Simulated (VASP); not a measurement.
InP, 2 atoms in the cell. It takes space group Fm-3m (No. 225, cubic). Conventional cell: a = 5.462 Å, b = 5.462 Å, c = 5.462 Å, α = 90.00°, β = 90.00°, γ = 90.00°. In (site symmetry m-3m) has 6 P at 2.73 Å within 3.6 Å. Within 3.6 Å of P (site symmetry m-3m) lie 6 In at 2.73 Å. 

```yaml
Program: VASP 6.6.1
Task: relaxation of cell and atoms
Functional: PBEsol
Potentials_or_basis: VASP PAW PBE potentials, release 64 (In_d, P)
Cutoff: 600 eV
k_mesh: 14 × 14 × 14
Occupations: fermi-dirac, width 0.15 eV
Spin: no spin polarisation
Target_pressure: -3 GPa
Dipole_correction: no
Further_INCAR_settings: ALGO = Normal; EDIFF = 1e-06; IBRION = 2; EDIFFG = -0.001; NSW = 80; ISIF = 3
```

Potentials or basis: VASP PAW PBE potentials, release 64 (In_d, P).

Launch:

```sh
$ cat potpaw_PBE.64/In_d/POTCAR potpaw_PBE.64/P/POTCAR > POTCAR
$ mpirun -np 1 vasp_std > vasp.out
```

Hardware: 1 thread of Intel Xeon 8259CL, on a shared host.

How long does it take, and how much memory?

It took 3 min on 1 thread of Intel Xeon 8259CL (shared host), peak memory 0.24 GiB. Counts: scf iterations 36, k points 104, ion steps 5.
